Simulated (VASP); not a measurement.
HfC: relaxation of cell and atoms with PBEsol

Crystal: HfC.

```
CELL_PARAMETERS angstrom
0.00000 2.30367 2.30367
2.30367 0.00000 2.30367
2.30367 2.30367 0.00000
ATOMIC_POSITIONS crystal
Hf 0.50000 0.50000 0.50000
C 0.00000 0.00000 0.00000
```

```json
{
 "Program": "VASP 6.6.1",
 "Task": "relaxation of cell and atoms",
 "Functional": "PBEsol",
 "Potentials or basis": "VASP PAW PBE potentials, release 64 (Hf_pv, C)",
 "Cutoff": "600 eV",
 "k mesh": "18 × 18 × 18",
 "Occupations": "fermi-dirac, width 0.1 eV",
 "Spin": "no spin polarisation",
 "Target pressure": "1 GPa",
 "Dipole correction": "no",
 "Further INCAR settings": "ALGO = Normal; EDIFF = 1e-06; IBRION = 2; EDIFFG = -0.002; NSW = 100; ISIF = 3"
}
```

```json
{
 "Relaxed volume": "12.16 Å³/atom",
 "Relaxed cell": "a = 3.252 Å, b = 3.252 Å, c = 3.252 Å, α = 60.00°, β = 60.00°, γ = 60.00°",
 "Space group after relaxing (to 0.05 Å)": "Fm-3m (No. 225)",
 "Energy change on relaxing (the enthalpy is what falls)": "+0.1 meV/atom",
 "Ionic steps": "3",
 "Pressure after relaxing": "1.0 GPa",
 "Band gap on the k mesh": "zero (band 7 reaches 7.11 eV, above the bottom of band 8 at 5.65 eV)"
}
```

Step by step:
| step | energy change (eV) | largest force (eV/Å) | pressure (GPa) | volume (Å³) |
| --- | --- | --- | --- | --- |
| 1 | 0.0000 | 0.0000 | -0.44 | 24.45 |
| 2 | 0.0039 | 0.0000 | 3.75 | 24.06 |
| 3 | 0.0002 | 0.0000 | 1.00 | 24.31 |

Final structure:
```
Hf C
1.0
     0.00000    2.29932    2.29932
     2.29932    0.00000    2.29932
     2.29932    2.29932    0.00000
Hf C
1 1
Direct
  0.50000 0.50000 0.50000
  0.00000 0.00000 0.00000
```

Levels at points of the mesh, in eV from the Fermi level:
| k point | band 4 | band 5 | band 6 | band 7 | band 8 | band 9 | band 10 | band 11 |
| --- | --- | --- | --- | --- | --- | --- | --- | --- |
| (0.00, 0.00, 0.00) | -12.45 | 1.05 | 1.05 | 1.05 | 1.36 | 1.36 | 1.36 | 3.47 |
| (0.50, 0.00, 0.00) | -8.45 | -6.32 | -3.10 | -3.10 | 5.49 | 5.49 | 5.99 | 6.69 |
| (0.50, 0.50, 0.00) | -10.51 | -2.54 | -1.94 | -0.04 | -0.04 | 5.50 | 7.00 | 7.00 |

Run time: 89 s on 1 thread of Intel(R) Xeon(R) Platinum 8559C (Emerald Rapids), with other jobs on the host, peak memory 0.22 GiB.

Caveat: the cell is relaxed towards a set pressure, so the enthalpy falls and the energy may rise; the PAW data sets were made with another functional, which shifts forces and pressure a little; spin-orbit coupling is left out, which moves the levels of the heavy elements.
